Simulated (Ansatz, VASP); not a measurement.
**BaO: VASP beside Ansatz**

```
Ba O
1.0
     0.00000    2.78666    2.78666
     2.78666    0.00000    2.78666
     2.78666    2.78666    0.00000
Ba O
1 1
Cartesian
  0.0000 0.0000 0.0000
  2.7867 2.7867 2.7867
```

Alike in both runs: functional PBE; k mesh 8 × 8 × 8; occupations gaussian, width 0.02 eV; no spin polarisation.

Ansatz relaxed the structure, and its values are those at the end. VASP's run is a single point on that final structure, the one shown.

|  | VASP | Ansatz |
| --- | --- | --- |
| version | VASP 6.6.1 | Ansatz 0.2.0 |
| potentials or method | VASP PAW PBE potentials, release 64 (Ba_sv, O), cutoff 600 eV | scalar-relativistic, plane waves, PAW |
| valence electrons in the cell | 16 | 16 |

|  | VASP | Ansatz | Ansatz less VASP |
| --- | --- | --- | --- |
| gap on the k mesh at the Fermi level (eV) | 2.04 | 2.10 | +0.064 |
| least direct gap on the mesh (eV) | 2.04 | 2.10 | +0.064 |
| pressure (GPa) | 1.5 | 0.0 | -1.52 |

Neither program's run includes spin-orbit coupling.
